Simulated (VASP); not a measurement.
Input of a VASP 6.6.1 run:

POSCAR

```
BaF2
1.0
    0.0000000000      3.1000485598      3.1000485598
    3.1000485598      0.0000000000      3.1000485598
    3.1000485598      3.1000485598      0.0000000000
Ba F
1 2
Direct
    0.0000000000      0.0000000000      0.0000000000
    0.2500000000      0.2500000000      0.2500000000
    0.7500000000      0.7500000000      0.7500000000
```

The input INCAR.step1:

```
SYSTEM = BaF2
PREC = Accurate
ENCUT = 660
ISMEAR = 0
SIGMA = 0.05
LREAL = .False.
LASPH = .True.
NELM = 120
NBANDS = 19
GGA = PE
ALGO = Normal
EDIFF = 1E-5
LWAVE = .True.
LCHARG = .False.
GGA_COMPAT = .False.
```

The input INCAR.step2:

```
SYSTEM = BaF2
PREC = Accurate
ENCUT = 660
EDIFF = 1E-6
ISMEAR = 0
SIGMA = 0.05
LREAL = .False.
LASPH = .True.
NELM = 120
ALGO = Normal
ISIF = 2
LWAVE = .False.
LCHARG = .False.
METAGGA = R2SCAN
LMIXTAU = .True.
NBANDS = 19
ISTART = 1
GGA_COMPAT = .False.
```

Contents of KPOINTS:

```
Automatic mesh
0
Gamma
  10 10 10
  0 0 0
```

Potentials or basis: VASP PAW PBE potentials, release 64 (Ba_sv, F).

The run is started by

```console
$ cat potpaw_PBE.64/Ba_sv/POTCAR potpaw_PBE.64/F/POTCAR > POTCAR
$ cp INCAR.step1 INCAR
$ mpirun -np 1 vasp_std > vasp.out
$ cp INCAR.step2 INCAR
$ mpirun -np 1 vasp_std > vasp.out
```

Predict the band gap on the k mesh.

7.33 eV (least direct gap 7.42 eV).

Predict the pressure.

0.7 GPa.

Caveat: the PAW data sets were made with another functional, which shifts forces and pressure a little; spin-orbit coupling is left out, which moves the levels of the heavy elements. A k mesh can miss the band edges.
